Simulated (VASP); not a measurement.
# Ta4O (P1) in VASP: further runs, part 2 of 2

VASP 6.6.1. Earlier steps stand in the parts before.

### 3 Single point, PBE

INCAR reads:

```
  PREC = Accurate
  ENCUT = 520
  EDIFF = 1E-6
  ISMEAR = 0
  SIGMA = 0.1
  LREAL = False
  LASPH = True
  NELM = 100
  ALGO = Normal
  ISIF = 2
  LWAVE = False
  LCHARG = False
  GGA = PE
  NBANDS = 33
```

KPOINTS reads:

```
Automatic mesh
0
Gamma
  6 6 4
```

POSCAR reads:

```
Ta4O
1.0
    3.2320470291     -0.0152481768      0.0288595295
   -0.0152481768      3.2607564900     -0.0239794059
    0.0656424534     -0.0545423666      7.3830922482
Ta O
4 1
Direct
    0.0557881040      0.0175980815      0.4959207976
    0.5099888585      0.4844793375      0.7830196518
    0.4958958890      0.5104955771      0.2247411169
    0.0271957279      0.0119959521     -0.0099535760
    0.4860972249      0.4512680640      0.5148622201
```

Potentials or basis: VASP PAW PBE potentials, release 64 (Ta_pv, O).

The run is started by

```console
> cat potpaw_PBE.64/Ta_pv/POTCAR potpaw_PBE.64/O/POTCAR > POTCAR
> mpirun -np 1 vasp_std > vasp.out
```

Run time: 1.9 min. Hardware: 1 thread of AMD EPYC 9R45 (Zen 5), shared host; peak memory 0.25 GiB.

The run converged. Its results:

| Quantity | Value |
| --- | --- |
| Free energy | -54.5100 eV |
| Pressure | 7.5 GPa |
| Largest force | 2.998 eV/Å |
| Band gap on the k mesh | zero (band 25 reaches 6.85 eV, above the bottom of band 26 at 5.94 eV) |

Forces on the atoms (eV/Å):
```
Ta  -2.337 -1.878  0.069
Ta   1.135  0.951  1.015
Ta   1.011  0.185 -0.617
Ta  -1.089 -0.645  1.390
O    1.279  1.387 -1.857
```

Stress tensor (GPa, compression positive):
```
8.17 6.11 0.18
6.11 7.83 0.91
0.18 0.91 6.60
```

Levels at points of the mesh, in eV from the Fermi level:
```tsv
k point	band 21	band 22	band 23	band 24	band 25	band 26	band 27	band 28	band 29	band 30
(0.00, 0.00, 0.00)	-2.09	-1.58	-0.61	-0.29	-0.07	0.71	0.96	1.22	1.28	1.65
(0.50, 0.00, 0.00)	-1.54	-1.25	-0.90	-0.59	0.31	0.67	1.05	1.30	1.45	2.08
(0.00, 0.50, 0.00)	-1.38	-1.17	-0.87	-0.59	0.26	0.62	0.96	1.43	1.82	2.03
(0.50, 0.50, 0.00)	-2.11	-1.52	-1.37	-0.73	-0.61	1.01	2.19	2.82	3.32	3.56
(0.00, 0.00, 0.50)	-3.02	-0.72	-0.48	-0.09	0.12	0.50	0.87	1.13	1.45	1.73
(0.50, 0.00, 0.50)	-1.70	-1.25	-1.06	-0.61	-0.45	0.78	1.38	1.77	2.03	2.15
(0.00, 0.50, 0.50)	-1.69	-1.09	-0.95	-0.59	-0.27	0.70	1.12	1.62	1.90	2.12
(0.50, 0.50, 0.50)	-2.48	-1.72	-1.69	0.02	0.18	0.53	1.99	2.27	3.32	4.03
```

Caveat: spin-orbit coupling is left out, which moves the levels of the heavy elements; forces of over 1 eV/Å act on the atoms, so gaps and moduli don't describe the material at rest.

### 4 Single point, PBE

INCAR reads:

```
SYSTEM = Ta4O
PREC = Accurate
ENCUT = 600
EDIFF = 1E-6
ISMEAR = 0
SIGMA = 0.1
LREAL = .FALSE.
LASPH = .TRUE.
NELM = 120
ALGO = Normal
ISIF = 2
LWAVE = .FALSE.
LCHARG = .FALSE.
GGA = PE
NBANDS = 37
GGA_COMPAT = .FALSE.
```

KPOINTS reads:

```
regular mesh
0
G
  1 1 1
  0 0 0
```

POSCAR is that of step 3.

Potentials or basis: VASP PAW PBE potentials, release 64 (Ta_sv_GW, O).

The run is started by

```console
> cat potpaw_PBE.64/Ta_sv_GW/POTCAR potpaw_PBE.64/O/POTCAR > POTCAR
> mpirun -np 1 vasp_gam > vasp.out
```

OUTCAR:

```text
SYSTEM = Ta4O
   PREC = Accurate
   ENCUT = 600
   EDIFF = 1E-6
   ISMEAR = 0
   LREAL = .FALSE.
   LASPH = .TRUE.
   NELM = 120
   ISIF = 2
   GGA = PE

 ion  position               nearest neighbor table
   1  0.056  0.018  0.496-   5 1.98   5 2.33   5 2.33   5 2.60   3 2.93   3 2.93   2 2.99   2 3.12
                             2 3.15   3 3.16   3 3.19   2 3.25
   2  0.510  0.484  0.783-   5 1.98   4 2.66   4 2.76   4 2.78   4 2.84   1 2.99   1 3.12   1 3.15
                             1 3.25   3 3.26
   3  0.496  0.510  0.225-   5 2.15   4 2.81   4 2.86   4 2.91   4 2.92   1 2.93   1 2.93   1 3.16
                             1 3.19   2 3.26
   4  0.027  0.012  0.990-   2 2.66   2 2.76   2 2.78   3 2.81   2 2.84   3 2.86   3 2.91   3 2.92
[... 227 lines left out ...]
  Total        2.0709580      2.7029268      6.2298839      4.4207705      1.2095048      4.8061805
  in kB       42.6495963     55.6644509    128.2990955     91.0419622     24.9087096     98.9791497
  external PRESSURE =      75.5377142 kB  Pullay stress =       0.0000000 kB

 VOLUME and BASIS-vectors are now :
 -----------------------------------------------------------------------------
  energy-cutoff  :      600.00
  volume of cell :       77.80
      direct lattice vectors                 reciprocal lattice vectors
     3.232047029 -0.015248177  0.028859530     0.309432641  0.001426836 -0.002740599
    -0.015248177  3.260756490 -0.023979406     0.001426836  0.306700542  0.002253055
     0.065642453 -0.054542367  7.383092248    -0.001204897  0.000990550  0.135462633

 POSITION                                       TOTAL-FORCE (eV/Angst)
 -----------------------------------------------------------------------------------
      0.21259      0.02948      3.66262        -1.407932     -1.842029     -1.455431
      1.69232      1.52928      5.78421        -1.459318     -0.661503     -5.039436
      1.60973      1.64478      1.66135        -0.504604      0.281973      4.538952
      0.15270     -0.01530      7.31010         1.495509      0.647755      1.435951
      1.59800      1.43598      3.80448         1.876346      1.573804      0.519964
 -----------------------------------------------------------------------------------
    total drift:                               -0.000445     -0.000313      0.000455

  FREE ENERGIE OF THE ION-ELECTRON SYSTEM (eV)
  ---------------------------------------------------
  free  energy   TOTEN  =       -64.4376809845 eV

  energy  without entropy=      -64.3148214431  energy(sigma->0) =      -64.37625121
```

OSZICAR:

```text
N       E                     dE             d eps       ncg     rms          rms(c)
DAV:   1     0.101196332072E+04    0.10120E+04   -0.42062E+04    74   0.185E+03
DAV:   2     0.371926101347E+02   -0.97477E+03   -0.94187E+03   124   0.509E+02
DAV:   3    -0.679554589649E+02   -0.10515E+03   -0.10335E+03   108   0.171E+02
[... 18 lines left out ...]
DAV:  22    -0.644377373637E+02    0.42690E-03   -0.82618E-04    90   0.880E-02    0.979E-01
DAV:  23    -0.644376903623E+02    0.47001E-04   -0.13151E-04   108   0.355E-02    0.471E-01
DAV:  24    -0.644376820952E+02    0.82670E-05   -0.11131E-05    76   0.140E-02    0.175E-01
DAV:  25    -0.644376807192E+02    0.13760E-05   -0.87649E-06    76   0.956E-03    0.413E-02
DAV:  26    -0.644376809845E+02   -0.26527E-06   -0.12895E-06    52   0.616E-03
   1 F= -.64437681E+02 E0= -.64376251E+02  d E =-.122860E+00
```

It took 36 s on 1 thread of AMD EPYC 7R43 (Zen 3), shared host; peak memory 0.16 GiB.

What came out:

```
Free energy            : -64.4377 eV
Pressure               : 7.6 GPa
Largest force          : 5.288 eV/Å
Band gap on the k mesh : 0.04 eV
```

Forces in eV/Å, atoms in the order of the input:
```
Ta  -1.408 -1.842 -1.455
Ta  -1.459 -0.662 -5.039
Ta  -0.505  0.282  4.539
Ta   1.496  0.648  1.436
O    1.876  1.574  0.520
```

Stress tensor (GPa, compression positive):
```
 4.26  9.10  9.90
 9.10  5.57  2.49
 9.90  2.49 12.83
```

Caveat: the k points lie up to 1.94 Å⁻¹ apart; spin-orbit coupling is left out, which moves the levels of the heavy elements; forces of over 1 eV/Å act on the atoms, so gaps and moduli don't describe the material at rest. A k mesh can miss the band edges.

### 5 Summary

| potentials or basis | k mesh | cutoff (eV) | second run | gap on the mesh (eV) | pressure (GPa) | largest force (eV/Å) |
| --- | --- | --- | --- | --- | --- | --- |
| VASP PAW PBE potentials, release 64 (Ta_pv, O) | 6 × 6 × 2 | 520 | - | none | 7.5 | 3.08 |
| VASP PAW PBE potentials, release 64 (Ta_pv, O) | 6 × 6 × 4 | 520 | - | none | 7.5 | 3.00 |
| VASP PAW PBE potentials, release 64 (Ta_sv_GW, O) | 1 × 1 × 1 | 600 | valence_matched | 0.04 | 7.6 | 5.29 |

Alike in all rows: task single point; level PBE; no spin polarisation; cell as given; smearing gaussian 0.1 eV.

Caveats: some runs use coarse meshes; spin-orbit coupling is left out, which moves the levels of the heavy elements; forces of over 1 eV/Å act on the atoms, so gaps and moduli don't describe the material at rest.

Absolute energies hang on the potentials; compare differences alone.
